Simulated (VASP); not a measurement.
**BP: single point with LDA**

Crystal: BP.

```xyz
2
Lattice="2.7740 0.0000 0.0000 0.0000 2.7740 0.0000 0.0000 0.0000 2.7740" Properties=species:S:1:pos:R:3 pbc="T T T"
B     0.0000    0.0000    0.0000
P     1.3870    1.3870    1.3870
```

```json
{"Program": "VASP 6.6.1", "Task": "single point", "Functional": "LDA", "Potentials or basis": "VASP PAW LDA potentials, release 64 (B, P)", "Cutoff": "520 eV", "k mesh": "16 × 16 × 16", "Occupations": "fermi-dirac, width 0.15 eV", "Spin": "no spin polarisation"}
```

```json
{
  "Pressure": "-12.3 GPa",
  "Band gap on the k mesh": "zero (bands 4 and 5 overlap by 5.89 eV)"
}
```

Levels at points of the mesh, in eV from the Fermi level:
```
           k point  band 1  band 2  band 3  band 4  band 5  band 6  band 7  band 8
(0.00, 0.00, 0.00)  -16.41   -1.04   -1.04   -1.04    1.52    4.61    4.61    9.95
(0.50, 0.00, 0.00)  -12.99  -10.83    2.81    2.81    3.09    3.09    4.48    5.64
(0.50, 0.50, 0.00)   -9.24   -7.59   -7.59   -5.73    4.81    4.94    7.81    7.81
(0.50, 0.50, 0.50)   -5.98   -3.53   -3.53   -3.53   -2.74   -2.74   -2.74   -1.64
```

It took 32 s on 1 thread of Intel Xeon 8259CL, on a shared host, peak memory 0.15 GiB.

Caveat: the cell stands under tension.
